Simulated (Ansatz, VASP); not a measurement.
**GdO in VASP and in Ansatz**

```
Gd O
1.0
     0.00000    2.70000    2.70000
     5.40000    2.70000    2.70000
     5.40000    5.40000    0.00000
Gd O
2 2
Direct
  0.00000 0.00000 0.00000
  0.00000 0.00000 0.50000
  0.25000 0.25000 0.00000
  0.25000 0.25000 0.50000
```

Alike in both runs: task single point; functional LDA; k mesh 6 × 6 × 6; occupations gaussian, width 0.05 eV; collinear spin; Hubbard terms Gd f U = 6.0 eV.

|  | VASP | Ansatz |
| --- | --- | --- |
| version | VASP 6.6.1 | Ansatz 0.2.0 |
| potentials or method | VASP PAW PBE potentials, release 64 (Gd, O), cutoff 520 eV | scalar-relativistic, plane waves, PAW |
| valence electrons in the cell | 48 | 48 |

|  | VASP | Ansatz | Ansatz less VASP |
| --- | --- | --- | --- |
| gap on the k mesh at the Fermi level (eV) | none | none | - |
| pressure (GPa) | -7.3 | -7.8 | -0.44 |
| net moment per atom (μB) | 0.00 | 0.00 | 0.000 |
| size of the moment on the site where the two differ most (μB) | 6.89 | 6.88 | -0.009 |

VASP's potentials were made for PBE, not for LDA. LDA's correlation is that of Perdew and Zunger in VASP and of Perdew and Wang (1992) in Ansatz. Site moments also hang on the region over which each program counts them. The programs project onto different local orbitals, so the same U acts differently, and such runs can settle in different states. A gap of «none» marks a metal or a gap that the smearing closes. Ansatz's warnings: filled band counts differ across k points.

Spin-orbit coupling is off throughout.
